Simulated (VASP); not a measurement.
# SiNi3 (Pm-3m) in VASP: further runs

The runs below take SiNi3 through single point, with r2SCAN, PBEsol, revPBE.

Program: VASP 6.6.1. These are calculated values, not measurements. Logs are shortened: lines on timing, memory, paths and dates and some standing lists are left out, and cuts for length are marked.

## (1) The cell of the first run

Symmetry: Pm-3m, No. 221, cubic system. The conventional cell has a = 3.565 Å, b = 3.565 Å, c = 3.565 Å, α = 90.00°, β = 90.00°, γ = 90.00°. Ni (site symmetry 4/mmm) has 8 Ni at 2.52 Å and 4 Si at 2.52 Å within 3.3 Å. Within 3.3 Å of Si (site symmetry m-3m) lie 12 Ni at 2.52 Å.

## (2) Single point, r2SCAN, collinear spin, ferromagnetic start

The input, POSCAR:

```
SiNi3
1.0
    3.5654576373      0.0000000000      0.0000000000
    0.0000000000      3.5654576373      0.0000000000
    0.0000000000      0.0000000000      3.5654576373
Ni Si
3 1
Direct
    0.5000000000      0.5000000000      0.0000000000
    0.5000000000      0.0000000000      0.5000000000
    0.0000000000      0.5000000000      0.5000000000
    0.0000000000      0.0000000000      0.0000000000
```

The input, INCAR.step1:

```
PREC = Accurate
ENCUT = 520
ISMEAR = -1
SIGMA = 0.05
LREAL = False
LASPH = True
NELM = 150
ISPIN = 2
MAGMOM = 1 1 1 0
LMAXMIX = 4
NBANDS = 29
GGA = PE
ALGO = Normal
EDIFF = 1E-4
LWAVE = True
LCHARG = False
```

The input, INCAR.step2:

```
PREC = Accurate
ENCUT = 520
EDIFF = 1E-7
ISMEAR = -1
SIGMA = 0.05
LREAL = False
LASPH = True
NELM = 150
ALGO = Normal
ISIF = 2
LWAVE = False
LCHARG = True
ISPIN = 2
MAGMOM = 1 1 1 0
LORBIT = 11
LMAXMIX = 4
METAGGA = R2SCAN
LMIXTAU = True
LELF = True
LVHAR = True
NBANDS = 29
ISTART = 1
```

The input, KPOINTS:

```
regular mesh
0
Gamma
  8 8 8
```

Potentials or basis: VASP PAW PBE potentials, release 64 (Ni, Si).

Started as:

```bash
> cat potpaw_PBE.64/Ni/POTCAR potpaw_PBE.64/Si/POTCAR > POTCAR
> cp INCAR.step1 INCAR
> mpirun -np 1 vasp_std > vasp.out
> cp INCAR.step2 INCAR
> mpirun -np 1 vasp_std > vasp.out
```

OUTCAR:

```text
PREC = Accurate
   ENCUT = 520
   EDIFF = 1E-7
   ISMEAR = -1
   LREAL = False
   LASPH = True
   NELM = 150
   ISIF = 2
   ISPIN = 2
   LORBIT = 11
   METAGGA = R2SCAN
   ISTART = 1

 ion  position               nearest neighbor table
   1  0.500  0.500  0.000-   2 2.52   3 2.52   4 2.52   2 2.52   3 2.52   2 2.52   4 2.52   2 2.52
                             3 2.52   4 2.52   3 2.52   4 2.52
   2  0.500  0.000  0.500-   1 2.52   3 2.52   4 2.52   1 2.52   4 2.52   1 2.52   3 2.52   1 2.52
                             3 2.52   4 2.52   4 2.52   3 2.52
   3  0.000  0.500  0.500-   1 2.52   2 2.52   4 2.52   1 2.52   4 2.52   2 2.52   4 2.52   4 2.52
                             1 2.52   2 2.52   1 2.52   2 2.52
   4  0.000  0.000  0.000-   1 2.52   2 2.52   3 2.52   2 2.52   3 2.52   1 2.52   3 2.52   3 2.52
                             1 2.52   2 2.52   2 2.52   1 2.52

  LATTYP: Found a simple cubic cell.
 ALAT       =     3.5654576373

  Lattice vectors:

 A1 = (   3.5654576373,   0.0000000000,   0.0000000000)
 A2 = (   0.0000000000,   3.5654576373,   0.0000000000)
 A3 = (   0.0000000000,   0.0000000000,   3.5654576373)

Analysis of symmetry for initial positions (statically):
=====================================================================
 Subroutine PRICEL returns:
 Original cell was already a primitive cell.

 Routine SETGRP: Setting up the symmetry group for a
 simple cubic supercell.

 Subroutine GETGRP returns: Found 48 space group operations
 (whereof 48 operations were pure point group operations)
 out of a pool of 48 trial point group operations.

The static configuration has the point symmetry O_h .

Analysis of symmetry for dynamics (positions and initial velocities):
=====================================================================
 Subroutine PRICEL returns:
 Original cell was already a primitive cell.

 Routine SETGRP: Setting up the symmetry group for a
 simple cubic supercell.

 Subroutine GETGRP returns: Found 48 space group operations
 (whereof 48 operations were pure point group operations)
 out of a pool of 48 trial point group operations.

The dynamic configuration has the point symmetry O_h .

Analysis of structural, dynamic, and magnetic symmetry:
=====================================================================
 Subroutine PRICEL returns:
 Original cell was already a primitive cell.

 Routine SETGRP: Setting up the symmetry group for a
 simple cubic supercell.

 Subroutine GETGRP returns: Found 48 space group operations
 (whereof 48 operations were pure point group operations)
 out of a pool of 48 trial point group operations.

The overall configuration has the point symmetry O_h .

 Subroutine INISYM returns: Found 48 space group operations
 (whereof 48 operations are pure point group operations),
 and found     1 'primitive' translations

----------------------------------------------------------------------------------------

                                     Primitive cell

  volume of cell :      45.3258

  direct lattice vectors                    reciprocal lattice vectors
     3.565457637  0.000000000  0.000000000     0.280468905  0.000000000  0.000000000
     0.000000000  3.565457637  0.000000000     0.000000000  0.280468905  0.000000000
     0.000000000  0.000000000  3.565457637     0.000000000  0.000000000  0.280468905

  length of vectors
     3.565457637  3.565457637  3.565457637     0.280468905  0.280468905  0.280468905

  position of ions in fractional coordinates (direct lattice)
     0.500000000  0.500000000  0.000000000
     0.500000000  0.000000000  0.500000000
     0.000000000  0.500000000  0.500000000
     0.000000000  0.000000000  0.000000000

  ion indices of the primitive-cell ions
   primitive index   ion index
                 1           1
                 2           2
                 3           3
                 4           4

----------------------------------------------------------------------------------------

 KPOINTS: regular mesh

Automatic generation of k-mesh.
 Grid dimensions read from file:
 generate k-points for:    8    8    8

 Generating k-lattice:

  Cartesian coordinates                     Fractional coordinates (reciprocal lattice)
     0.035058613  0.000000000  0.000000000     0.125000000  0.000000000  0.000000000
     0.000000000  0.035058613  0.000000000     0.000000000  0.125000000  0.000000000
     0.000000000  0.000000000  0.035058613     0.000000000  0.000000000  0.125000000

  Length of vectors
     0.035058613  0.035058613  0.035058613

  Shift w.r.t. Gamma in fractional coordinates (k-lattice)
     0.000000000  0.000000000  0.000000000

 Subroutine IBZKPT returns following result:
 ===========================================

 Found     35 irreducible k-points:

 Following reciprocal coordinates:
            Coordinates               Weight
  0.000000  0.000000  0.000000      1.000000
  0.125000  0.000000  0.000000      6.000000
  0.250000  0.000000  0.000000      6.000000
  0.375000  0.000000  0.000000      6.000000
  0.500000  0.000000  0.000000      3.000000
  0.125000  0.125000  0.000000     12.000000
[... 16 lines left out ...]
  0.375000  0.375000  0.125000     24.000000
  0.500000  0.375000  0.125000     24.000000
 [... further k-points ...]
   k-points           NKPTS =     35   k-points in BZ     NKDIM =     35   number of bands    NBANDS=     29
   number of dos      NEDOS =    301   number of ions     NIONS =      4
   total plane-waves  NPLWV =  21952
   dimension x,y,z NGX =    28 NGY =   28 NGZ =   28
   dimension x,y,z NGXF=    56 NGYF=   56 NGZF=   56
   ions per type =               3   1
   NGX,Y,Z   is equivalent  to a cutoff of  13.06, 13.06, 13.06 a.u.
   NGXF,Y,Z  is equivalent  to a cutoff of  26.11, 26.11, 26.11 a.u.
 SYSTEM =  unknown system
   PREC   = accura    normal or accurate (medium, high low for compatibility)
   ISTART =      1    job   : 0-new  1-cont  2-samecut
   ICHARG =      0    charge: 1-file 2-atom 10-const
   ISPIN  =      2    spin polarized calculation?
   LNONCOLLINEAR =      F non collinear calculations
   LSORBIT =      F    spin-orbit coupling
   LASPH  =      T    aspherical Exc in radial PAW
   ENCUT  =  520.0 eV  38.22 Ry    6.18 a.u.   6.63  6.63  6.63*2*pi/ulx,y,z
   NELM   =    150;   NELMIN=  2; NELMDL=  0     # of ELM steps
   EDIFF  = 0.1E-06   stopping-criterion for ELM
   LREAL  =      F    real-space projection
   EDIFFG = 0.1E-05   stopping-criterion for IOM
   NSW    =      0    number of steps for IOM
   IBRION =     -1    ionic relax: 0-MD 1-quasi-New 2-CG
   NFREE  =      0    steps in history (QN), initial steepest desc. (CG)
   ISIF   =      2    stress and relaxation
   ISYM   =      2    0-nonsym 1-usesym 2-fastsym
   POTIM  = 0.5000    time-step for ionic-motion
   TEBEG  =    0.0;   TEEND  =   0.0 temperature during run
   PSTRESS=    0.0 pullay stress
   NELECT =      34.0000    total number of electrons
   NUPDOWN=      -1.0000    fix difference up-down
   EMIN   =  10.00;   EMAX   =-10.00  energy-range for DOS
   EFERMI =   0.00;   METHOD = LEGACY
   ISMEAR =    -1;   SIGMA  =   0.05  broadening in eV -4-tet -1-fermi 0-gaus
   EFERMI_NEDOS =   21; number of points for ismear=-14 and -15
   IALGO  =     38    algorithm
   IMIX   =      4    mixing-type and parameters
     AMIX     =   0.40;   BMIX     =  1.00
     AMIX_MAG =   1.60;   BMIX_MAG =  1.00
  volume/ion in A,a.u.               =      11.33        76.47
  Fermi-wavevector in a.u.,A,eV,Ry     =   1.487485  2.810939 30.104399  2.212611
  Thomas-Fermi vector in A             =   2.600640
   LORBIT       =     11    0 simple, 1 ext, 2 COOP (PROOUT), +10 PAW based schemes
   METAGGA = R2SCAN    functional components
   LHFCALC =     F    Hartree Fock is set to
   AEXX    =    0.0000 exact exchange contribution
   IVDW    =     0    specifies the selected vdW correction
   LEPSILON=     F    determine dielectric tensor
   LRPA    =     F    only Hartree local field effects (RPA)
 spin polarized calculation
  energy-cutoff  :      520.00
  volume of cell :       45.33
 maximum number of plane-waves:      1236
 NGX is ok and might be reduce to    28
   NGX = 13   NGY = 13   NGZ = 13

 number of electron      34.0000018 magnetization      -0.0000812

 Free energy of the ion-electron system (eV)
  ---------------------------------------------------
  ext. energy  EPLUGINS =         0.00000000
  ---------------------------------------------------
  free energy    TOTEN  =       -46.17699729 eV

  energy without entropy =      -46.15743446  energy(sigma->0) =      -46.16721587

 E-fermi :   9.7503     XC(G=0): -13.8704

 val. band max:        9.7443442615   @ k =   0.5000   0.3750   0.3750
 cond. band min:       9.7766765889   @ k =   0.5000   0.3750   0.3750
 fundamental gap:      0.0323323274
 Fermi energy:         9.7503281077

 spin component 1

 k-point     1 :       0.0000    0.0000    0.0000
  band No.  band energies     occupation
      1      -2.3362      1.00000
      2       4.9980      1.00000
      3       5.8563      1.00000
      4       5.8563      1.00000
      5       6.3720      1.00000
      6       6.3720      1.00000
[... 757 lines left out ...]
     28      24.8541      0.00000
     29      27.1904      0.00000

 [... further k-points ...]

 spin component 2

 k-point     1 :       0.0000    0.0000    0.0000
  band No.  band energies     occupation
      1      -2.3362      1.00000
      2       4.9980      1.00000
      3       5.8563      1.00000
      4       5.8563      1.00000
      5       6.3719      1.00000
      6       6.3719      1.00000
[... 757 lines left out ...]
     28      24.8540      0.00000
     29      27.1904      0.00000

 [... further k-points ...]
[... 5 lines left out ...]
  --------------------------------------------------------------------------------------
  -------------------------------------------------------------------------------------
  Total       -4.6305841     -4.6305841     -4.6305841      0.0000000      0.0000000      0.0000000
  in kB     -163.6818455   -163.6818455   -163.6818455      0.0000000      0.0000000      0.0000000
  external PRESSURE =    -163.6818455 kB  Pullay stress =       0.0000000 kB

 VOLUME and BASIS-vectors are now :
 -----------------------------------------------------------------------------
  energy-cutoff  :      520.00
  volume of cell :       45.33
      direct lattice vectors                 reciprocal lattice vectors
     3.565457637  0.000000000  0.000000000     0.280468905  0.000000000  0.000000000
     0.000000000  3.565457637  0.000000000     0.000000000  0.280468905  0.000000000
     0.000000000  0.000000000  3.565457637     0.000000000  0.000000000  0.280468905

 POSITION                                       TOTAL-FORCE (eV/Angst)
 -----------------------------------------------------------------------------------
      1.78273      1.78273      0.00000         0.000000      0.000000      0.000000
      1.78273      0.00000      1.78273         0.000000      0.000000      0.000000
      0.00000      1.78273      1.78273         0.000000      0.000000      0.000000
      0.00000      0.00000      0.00000         0.000000      0.000000      0.000000
 -----------------------------------------------------------------------------------
    total drift:                                0.000000      0.000000      0.000000

  FREE ENERGIE OF THE ION-ELECTRON SYSTEM (eV)
  ---------------------------------------------------
  free  energy   TOTEN  =       -46.1769972866 eV

  energy  without entropy=      -46.1574344578  energy(sigma->0) =      -46.16721587

 total charge

# of ion       s       p       d       tot
------------------------------------------
    1        0.473   0.539   8.396   9.408
    2        0.473   0.539   8.396   9.408
    3        0.473   0.539   8.396   9.408
    4        0.718   0.804   0.000   1.522
--------------------------------------------------
tot          2.136   2.421  25.189  29.745

 magnetization (x)

# of ion       s       p       d       tot
------------------------------------------
    1        0.000   0.000  -0.000  -0.000
    2        0.000   0.000  -0.000  -0.000
    3        0.000   0.000  -0.000  -0.000
    4       -0.000   0.000   0.000   0.000
--------------------------------------------------
tot          0.000   0.000  -0.000  -0.000
```

Run time: 3.2 min. Hardware: 1 thread of AMD EPYC 9R45 (Zen 5), shared host; peak memory 0.19 GiB.

Results:

```
Free energy                                           : -46.1770 eV
Pressure                                              : -16.4 GPa
Band gap on the k mesh                                : zero (filled and empty bands overlap)
Net moment                                            : 0.00 μB per cell
Valence electrons inside the program's atomic spheres : Ni 9.41; Si 1.52
```

Caveat: the PAW data sets were made with another functional, which shifts forces and pressure a little.

(Part 1 of 3 ends here.)
